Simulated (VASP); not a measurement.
# BP (F-43m) in VASP: further runs

Runs on BP. Level: LDA. Tasks: single point.

All numbers are computed with VASP 6.6.1; they aren't measurements. Logs are shortened: lines on timing, memory, paths and dates and some standing lists are left out, and cuts for length are marked.

### Step 1. The cell of the first run

The structure is cubic, space group F-43m (No. 216). The conventional cell has a = 4.474 Å, b = 4.474 Å, c = 4.474 Å, α = 90.00°, β = 90.00°, γ = 90.00°. B (site symmetry -43m) has 4 P at 1.94 Å within 2.6 Å. Within 2.6 Å of P (site symmetry -43m) lie 4 B at 1.94 Å.

### Step 2. Single point, LDA

The input, INCAR:

```
PREC     = Accurate       # precision mode
ENCUT    = 520            # plane-wave cutoff, eV
EDIFF    = 1E-6           # SCF threshold, eV
ISMEAR   = 0              # smearing method
SIGMA    = 0.01           # smearing width, eV
LREAL    = False          # projectors in reciprocal space
LASPH    = True           # aspherical terms in the spheres
NELM     = 100            # most SCF steps
ALGO     = Normal         # electronic algorithm
ISIF     = 2              # what is computed and relaxed
LWAVE    = False          # write WAVECAR
LCHARG   = False          # write CHGCAR
NBANDS   = 11             # bands
```

The input, KPOINTS:

```
Automatic mesh
0
Gamma
  8 8 8
```

The input, POSCAR:

```
BP
1.0
    2.2369838126      2.2369838126      0.0000000000
   -2.2369838126      2.2369838126      0.0000000000
    0.0000000000      2.2369838126      2.2369838126
B P
1 1
Direct
    0.0000000000      0.0000000000      0.0000000000
    0.7500000000      0.2500000000      0.5000000000
```

Potentials or basis: VASP PAW LDA potentials, release 64 (B, P).

Command:

```sh
> cat potpaw_LDA.64/B/POTCAR potpaw_LDA.64/P/POTCAR > POTCAR
> mpirun -np 1 vasp_std > vasp.out
```

OUTCAR:

```text
PREC = Accurate
   ENCUT = 520
   EDIFF = 1E-6
   ISMEAR = 0
   LREAL = False
   LASPH = True
   NELM = 100
   ISIF = 2

 ion  position               nearest neighbor table
   1  0.000  0.000  0.000-   2 1.94   2 1.94   2 1.94   2 1.94
   2  0.750  0.250  0.500-   1 1.94   1 1.94   1 1.94   1 1.94

  LATTYP: Found a face centered cubic cell.
 ALAT       =     4.4739676252

  Lattice vectors:

 A1 = (   0.0000000000,   2.2369838126,   2.2369838126)
 A2 = (   2.2369838126,   0.0000000000,   2.2369838126)
 A3 = (   2.2369838126,   2.2369838126,   0.0000000000)

Analysis of symmetry for initial positions (statically):
=====================================================================
 Subroutine PRICEL returns:
 Original cell was already a primitive cell.

 Routine SETGRP: Setting up the symmetry group for a
 face centered cubic supercell.

 Subroutine GETGRP returns: Found 24 space group operations
 (whereof 24 operations were pure point group operations)
 out of a pool of 48 trial point group operations.

The static configuration has the point symmetry T_d .

Analysis of symmetry for dynamics (positions and initial velocities):
=====================================================================
 Subroutine PRICEL returns:
 Original cell was already a primitive cell.

 Routine SETGRP: Setting up the symmetry group for a
 face centered cubic supercell.

 Subroutine GETGRP returns: Found 24 space group operations
 (whereof 24 operations were pure point group operations)
 out of a pool of 48 trial point group operations.

The dynamic configuration has the point symmetry T_d .

 Subroutine INISYM returns: Found 24 space group operations
 (whereof 24 operations are pure point group operations),
 and found     1 'primitive' translations

----------------------------------------------------------------------------------------

                                     Primitive cell

  volume of cell :      22.3882

  direct lattice vectors                    reciprocal lattice vectors
     2.236983813  2.236983813  0.000000000     0.223515252  0.223515252 -0.223515252
    -2.236983813  2.236983813  0.000000000    -0.223515252  0.223515252 -0.223515252
     0.000000000  2.236983813  2.236983813     0.000000000  0.000000000  0.447030503

  length of vectors
     3.163572847  3.163572847  3.163572847     0.387139772  0.387139772  0.447030503

  position of ions in fractional coordinates (direct lattice)
     0.000000000  0.000000000  0.000000000
     0.750000000  0.250000000  0.500000000

  ion indices of the primitive-cell ions
   primitive index   ion index
                 1           1
                 2           2

----------------------------------------------------------------------------------------

 KPOINTS: Automatic mesh

Automatic generation of k-mesh.
 Grid dimensions read from file:
 generate k-points for:    8    8    8

 Generating k-lattice:

  Cartesian coordinates                     Fractional coordinates (reciprocal lattice)
     0.027939406  0.027939406 -0.027939406     0.125000000  0.000000000  0.000000000
    -0.027939406  0.027939406 -0.027939406     0.000000000  0.125000000  0.000000000
     0.000000000  0.000000000  0.055878813     0.000000000  0.000000000  0.125000000

  Length of vectors
     0.048392472  0.048392472  0.055878813

  Shift w.r.t. Gamma in fractional coordinates (k-lattice)
     0.000000000  0.000000000  0.000000000

 Subroutine IBZKPT returns following result:
 ===========================================

 Found     29 irreducible k-points:

 Following reciprocal coordinates:
            Coordinates               Weight
  0.000000  0.000000  0.000000      1.000000
  0.125000  0.000000  0.000000      8.000000
  0.250000  0.000000  0.000000      8.000000
  0.375000  0.000000  0.000000      8.000000
  0.500000  0.000000  0.000000      4.000000
  0.125000  0.125000  0.000000     12.000000
[... 16 lines left out ...]
  0.375000  0.250000  0.125000     48.000000
  0.500000  0.250000  0.125000     24.000000
 [... further k-points ...]
   k-points           NKPTS =     29   k-points in BZ     NKDIM =     29   number of bands    NBANDS=     11
   number of dos      NEDOS =    301   number of ions     NIONS =      2
   total plane-waves  NPLWV =  13824
   dimension x,y,z NGX =    24 NGY =   24 NGZ =   24
   dimension x,y,z NGXF=    48 NGYF=   48 NGZF=   48
   ions per type =               1   1
   NGX,Y,Z   is equivalent  to a cutoff of  12.61, 12.61, 12.61 a.u.
   NGXF,Y,Z  is equivalent  to a cutoff of  25.22, 25.22, 25.22 a.u.
 SYSTEM =  unknown system
   PREC   = accura    normal or accurate (medium, high low for compatibility)
   ISTART =      0    job   : 0-new  1-cont  2-samecut
   ICHARG =      2    charge: 1-file 2-atom 10-const
   ISPIN  =      1    spin polarized calculation?
   LNONCOLLINEAR =      F non collinear calculations
   LSORBIT =      F    spin-orbit coupling
   LASPH  =      T    aspherical Exc in radial PAW
   ENCUT  =  520.0 eV  38.22 Ry    6.18 a.u.   5.88  5.88  5.88*2*pi/ulx,y,z
   NELM   =    100;   NELMIN=  2; NELMDL= -5     # of ELM steps
   EDIFF  = 0.1E-05   stopping-criterion for ELM
   LREAL  =      F    real-space projection
   EDIFFG = 0.1E-04   stopping-criterion for IOM
   NSW    =      0    number of steps for IOM
   IBRION =     -1    ionic relax: 0-MD 1-quasi-New 2-CG
   NFREE  =      0    steps in history (QN), initial steepest desc. (CG)
   ISIF   =      2    stress and relaxation
   ISYM   =      2    0-nonsym 1-usesym 2-fastsym
   POTIM  = 0.5000    time-step for ionic-motion
   TEBEG  =    0.0;   TEEND  =   0.0 temperature during run
   PSTRESS=    0.0 pullay stress
   NELECT =       8.0000    total number of electrons
   NUPDOWN=      -1.0000    fix difference up-down
   EMIN   =  10.00;   EMAX   =-10.00  energy-range for DOS
   EFERMI =   0.00;   METHOD = LEGACY
   ISMEAR =     0;   SIGMA  =   0.01  broadening in eV -4-tet -1-fermi 0-gaus
   EFERMI_NEDOS =   21; number of points for ismear=-14 and -15
   IALGO  =     38    algorithm
   IMIX   =      4    mixing-type and parameters
     AMIX     =   0.40;   BMIX     =  1.00
     AMIX_MAG =   1.60;   BMIX_MAG =  1.00
  volume/ion in A,a.u.               =      11.19        75.54
  Fermi-wavevector in a.u.,A,eV,Ry     =   1.161712  2.195318 18.362095  1.349576
  Thomas-Fermi vector in A             =   2.298282
   LORBIT       =      0    0 simple, 1 ext, 2 COOP (PROOUT), +10 PAW based schemes
   GGA     = CA    functional components
   LHFCALC =     F    Hartree Fock is set to
   AEXX    =    0.0000 exact exchange contribution
   IVDW    =     0    specifies the selected vdW correction
   LEPSILON=     F    determine dielectric tensor
   LRPA    =     F    only Hartree local field effects (RPA)
 non-spin polarized calculation
 Gauss-broadening in eV      SIGMA  =   0.01
  energy-cutoff  :      520.00
  volume of cell :       22.39
 maximum number of plane-waves:       620
   NGX = 11   NGY = 11   NGZ = 11

 number of electron       8.0000001 magnetization

 Free energy of the ion-electron system (eV)
  ---------------------------------------------------
  ext. energy  EPLUGINS =         0.00000000
  ---------------------------------------------------
  free energy    TOTEN  =       -14.39592829 eV

  energy without entropy =      -14.39592829  energy(sigma->0) =      -14.39592829

 E-fermi :   7.9712     XC(G=0): -11.2645

 val. band max:        7.9227375851   @ k =   0.0000   0.0000   0.0000
 cond. band min:       9.0956657325   @ k =  -0.3750   0.3750   0.0000
 fundamental gap:      1.1729281474
 Fermi energy:         7.9712169414

 k-point     1 :       0.0000    0.0000    0.0000
  band No.  band energies     occupation
      1      -7.8482      2.00000
      2       7.9227      2.00000
      3       7.9227      2.00000
      4       7.9227      2.00000
      5      11.3702      0.00000
      6      11.3702      0.00000
      7      11.3702      0.00000
      8      15.9500      0.00000
      9      19.4848      0.00000
     10      20.2307      0.00000
     11      20.2307      0.00000

 k-point     2 :       0.1250    0.0000    0.0000
  band No.  band energies     occupation
      1      -7.5575      2.00000
      2       6.0372      2.00000
      3       7.4813      2.00000
      4       7.4813      2.00000
      5      11.9550      0.00000
      6      11.9802      0.00000
      7      11.9802      0.00000
      8      16.6385      0.00000
      9      19.2462      0.00000
     10      19.2462      0.00000
     11      20.3458      0.00000

 k-point     3 :       0.2500    0.0000    0.0000
  band No.  band energies     occupation
      1      -6.7029      2.00000
      2       2.9722      2.00000
      3       6.7755      2.00000
      4       6.7755      2.00000
      5      12.1158      0.00000
      6      12.7485      0.00000
      7      12.7485      0.00000
      8      17.7966      0.00000
      9      18.9735      0.00000
     10      18.9735      0.00000
     11      21.1267      0.00000

 k-point     4 :       0.3750    0.0000    0.0000
  band No.  band energies     occupation
      1      -5.3835      2.00000
      2       0.1556      2.00000
      3       6.2897      2.00000
      4       6.2897      2.00000
      5      12.0170      0.00000
      6      12.7603      0.00000
      7      12.7603      0.00000
      8      18.0880      0.00000
      9      20.7104      0.00000
     10      20.7104      0.00000
     11      21.9905      0.00000
[... 239 lines left out ...]
 k-point    22 :       0.2500    0.2500    0.1250
  band No.  band energies     occupation
      1      -5.9532      2.00000
      2       2.9536      2.00000
      3       3.9825      2.00000
      4       5.8950      2.00000
      5      11.3787      0.00000
      6      13.9274      0.00000
      7      14.2999      0.00000
      8      15.6129      0.00000
      9      19.7633      0.00000
     10      22.0133      0.00000
     11      23.8910      0.00000

 k-point    23 :       0.3750    0.2500    0.1250
  band No.  band energies     occupation
      1      -4.6652      2.00000
      2       0.6832      2.00000
      3       3.3515      2.00000
      4       5.0778      2.00000
      5      11.9927      0.00000
      6      13.4863      0.00000
      7      15.3890      0.00000
      8      16.4327      0.00000
      9      20.5268      0.00000
     10      21.5403      0.00000
     11      25.2500      0.00000

 k-point    24 :       0.5000    0.2500    0.1250
  band No.  band energies     occupation
      1      -3.6711      2.00000
      2      -0.7552      2.00000
      3       3.2893      2.00000
      4       4.6830      2.00000
      5      12.0446      0.00000
      6      13.2475      0.00000
      7      16.4561      0.00000
      8      17.8754      0.00000
      9      18.4888      0.00000
     10      22.5572      0.00000
     11      24.9410      0.00000

 [... further k-points ...]
[... 5 lines left out ...]
  --------------------------------------------------------------------------------------
  -------------------------------------------------------------------------------------
  Total        0.2623222      0.2623222      0.2623222      0.0000000      0.0000000     -0.0000000
  in kB       18.7727175     18.7727175     18.7727175      0.0000000      0.0000000     -0.0000000
  external PRESSURE =      18.7727175 kB  Pullay stress =       0.0000000 kB

 VOLUME and BASIS-vectors are now :
 -----------------------------------------------------------------------------
  energy-cutoff  :      520.00
  volume of cell :       22.39
      direct lattice vectors                 reciprocal lattice vectors
     2.236983813  2.236983813  0.000000000     0.223515252  0.223515252 -0.223515252
    -2.236983813  2.236983813  0.000000000    -0.223515252  0.223515252 -0.223515252
     0.000000000  2.236983813  2.236983813     0.000000000  0.000000000  0.447030503

 POSITION                                       TOTAL-FORCE (eV/Angst)
 -----------------------------------------------------------------------------------
      0.00000      0.00000      0.00000        -0.000000     -0.000000      0.000000
      1.11849      3.35548      1.11849         0.000000      0.000000     -0.000000
 -----------------------------------------------------------------------------------
    total drift:                                0.000000      0.000000     -0.000000

  FREE ENERGIE OF THE ION-ELECTRON SYSTEM (eV)
  ---------------------------------------------------
  free  energy   TOTEN  =       -14.3959282892 eV

  energy  without entropy=      -14.3959282892  energy(sigma->0) =      -14.39592829
```

Wall time 3.7 s (1 thread of Intel Xeon Platinum 8259CL at 2.50GHz (Skylake/Cascade Lake), shared host); peak memory 0.12 GiB.

Results:

```yaml
Free_energy: -14.3959 eV
Pressure: 1.9 GPa
Band_gap_on_the_k_mesh: 1.17 eV, indirect (least direct gap 3.45 eV)
```

Levels at points of the mesh, in eV from the valence-band top:
| k point | band 2 | band 3 | band 4 | band 5 | band 6 | band 7 |
| --- | --- | --- | --- | --- | --- | --- |
| (0.00, 0.00, 0.00) | 0.00 | 0.00 | 0.00 | 3.45 | 3.45 | 3.45 |
| (0.50, 0.00, 0.00) | -9.32 | -1.80 | -1.80 | 4.04 | 4.71 | 4.71 |
| (0.50, 0.50, 0.00) | -8.70 | -4.26 | -4.26 | 1.22 | 1.52 | 12.40 |

A k mesh can miss the band edges.

### Step 3. Single point, LDA

The input, INCAR:

```
SYSTEM = BP
ALGO     = Normal         ! electronic algorithm
EDIFF    = 1E-6           ! SCF threshold, eV
ENCUT    = 520            ! plane-wave cutoff, eV
GGA      = CA             ! functional
ISIF     = 2              ! what is computed and relaxed
ISMEAR   = 0              ! smearing method
LASPH    = .True.         ! aspherical terms in the spheres
LCHARG   = .False.        ! write CHGCAR
LREAL    = .False.        ! projectors in reciprocal space
LWAVE    = .False.        ! write WAVECAR
NBANDS   = 11             ! bands
NELM     = 100            ! most SCF steps
PREC     = Accurate       ! precision mode
SIGMA    = 0.01           ! smearing width, eV
```

The input, KPOINTS:

```
k-points
0
Gamma
  8 8 8
  0 0 0
```

POSCAR is that of step 2.

Potentials or basis: VASP PAW LDA potentials, release 64 (B, P).

Command:

```sh
> cat potpaw_LDA.64/B/POTCAR potpaw_LDA.64/P/POTCAR > POTCAR
> mpirun -np 1 vasp_std > vasp.out
```

It took 3.8 s on 1 thread of Intel Xeon Platinum 8259CL at 2.50GHz (Skylake/Cascade Lake), shared host; peak memory 0.12 GiB.

The run converged. Its results:

```yaml
Free_energy: -14.3959 eV
Pressure: 1.9 GPa
Band_gap_on_the_k_mesh: 1.17 eV, indirect (least direct gap 3.45 eV)
```

Levels at points of the mesh, in eV from the valence-band top:
```tsv
k point	band 2	band 3	band 4	band 5	band 6	band 7
(0.00, 0.00, 0.00)	0.00	0.00	0.00	3.45	3.45	3.45
(0.50, 0.00, 0.00)	-9.32	-1.80	-1.80	4.04	4.71	4.71
(0.50, 0.50, 0.00)	-8.70	-4.26	-4.26	1.22	1.52	12.40
```
